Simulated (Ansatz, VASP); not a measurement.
Two plane-wave programs on Si3Ge

```
CELL_PARAMETERS angstrom
3.91578 0.00000 0.00000
0.00000 3.91578 0.00000
0.00000 0.00000 5.52145
ATOMIC_POSITIONS crystal
Si 0.50000 0.50000 0.00000
Si 0.00000 0.50000 0.75591
Si 0.50000 0.00000 0.24409
Ge 0.00000 0.00000 0.50000
```

Alike in both runs: functional PBE; k mesh 6 × 6 × 4; occupations gaussian, width 0.1 eV; no spin polarisation.

Ansatz relaxed the structure, and its values are those at the end. VASP's run is a single point on that final structure, the one shown.

|  | VASP | Ansatz |
| --- | --- | --- |
| version | VASP 6.6.1 | Ansatz 0.2.0 |
| potentials or method | VASP PAW PBE potentials, release 64 (Si, Ge_d), cutoff 520 eV | scalar-relativistic, plane waves, PAW |
| valence electrons in the cell | 26 | 26 |

VASP gave:

| Item | Value |
| --- | --- |
| gap on the k mesh at the Fermi level (eV) | 0.40 |
| least direct gap on the mesh (eV) | 0.67 |
| pressure (GPa) | -0.1 |

Task: Which values does Ansatz return?

Result: gap on the k mesh at the Fermi level (eV): 0.39; least direct gap on the mesh (eV): 0.67; pressure (GPa): 0.0.
